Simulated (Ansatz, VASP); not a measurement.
**Co3Si in VASP and in Ansatz**

Contents of INCAR:

```
PREC = Accurate ; ENCUT = 520
EDIFF = 1E-7 ; ISMEAR = 0
SIGMA = 0.15 ; LREAL = F
LASPH = T ; NELM = 80
ALGO = Fast ; ISIF = 2
LWAVE = F ; LCHARG = F
GGA = PS ; NBANDS = 41
```

File KPOINTS:

```
Automatic mesh
0
Gamma
  12 12 10
```

Contents of POSCAR:

```
Co3Si
1.0
    4.8891302239      0.0000000000      0.0000000000
   -2.4445651119      4.2341109763      0.0000000000
    0.0000000000      0.0000000000      3.9040737741
Co Si
6 2
Direct
    0.1664189026      0.3328378052      0.7500000000
    0.6671621948      0.8335810974      0.7500000000
    0.1664189026      0.8335810974      0.7500000000
    0.8335810974      0.6671621948      0.2500000000
    0.3328378052      0.1664189026      0.2500000000
    0.8335810974      0.1664189026      0.2500000000
    0.6666666667      0.3333333333      0.7500000000
    0.3333333333      0.6666666667      0.2500000000
```

Input for Ansatz:

```yaml
crystal:
  lattice:
    - [4.8891302239, 0.0, 0.0]
    - [-2.4445651119, 4.2341109763, 0.0]
    - [0.0, 0.0, 3.9040737741]
  atoms:
    - { symbol: Co, position: [0.1664189026, 0.3328378052, 0.75] }
    - { symbol: Co, position: [0.6671621948, 0.8335810974, 0.75] }
    - { symbol: Co, position: [0.1664189026, 0.8335810974, 0.75] }
    - { symbol: Co, position: [0.8335810974, 0.6671621948, 0.25] }
    - { symbol: Co, position: [0.3328378052, 0.1664189026, 0.25] }
    - { symbol: Co, position: [0.8335810974, 0.1664189026, 0.25] }
    - { symbol: Si, position: [0.6666666667, 0.3333333333, 0.75] }
    - { symbol: Si, position: [0.3333333333, 0.6666666667, 0.25] }
basis:
  ecutwfc: 420
kpoints:
  mp_grid: { grid: [12, 12, 10] }
hamiltonian:
  xc: pbesol
scf:
  occupations: { method: gaussian, width: 0.15 }
output:
  forces: true
  stress: true
  eigenvalues: true
```

Alike in both runs: task single point; functional PBEsol; k mesh 12 × 12 × 10; occupations gaussian, width 0.15 eV; no spin polarisation.

```csv
,VASP,Ansatz
version,VASP 6.6.1,Ansatz 0.2.0
potentials or method,"VASP PAW PBE potentials, release 64 (Co, Si), cutoff 520 eV","scalar-relativistic, plane waves, PAW"
valence electrons in the cell,62,110
```

Ansatz gave:

```
gap on the k mesh at the Fermi level (eV)                     : none
pressure (GPa)                                                : 0.1
traceless stress, the component that is largest in VASP (GPa) : -0.03
rms of the force components (eV/Å)                            : 0.006
```

**Question.** Estimate VASP's values.

**Answer.** gap on the k mesh at the Fermi level (eV): none; pressure (GPa): -0.3; traceless stress, the component that is largest in VASP (GPa): -0.06; rms of the force components (eV/Å): 0.008.

VASP's potentials were made for PBE, not for PBEsol. Atom by atom the forces differ by 0.014 eV/Å (rms over components). A gap of «none» marks a metal or a gap that the smearing closes. The functional is the same, so the differences come from potentials, cutoffs and numerics. VASP's potentials hold 62 valence electrons a cell and Ansatz's 110, so a difference there can come from the potentials and not from the codes.
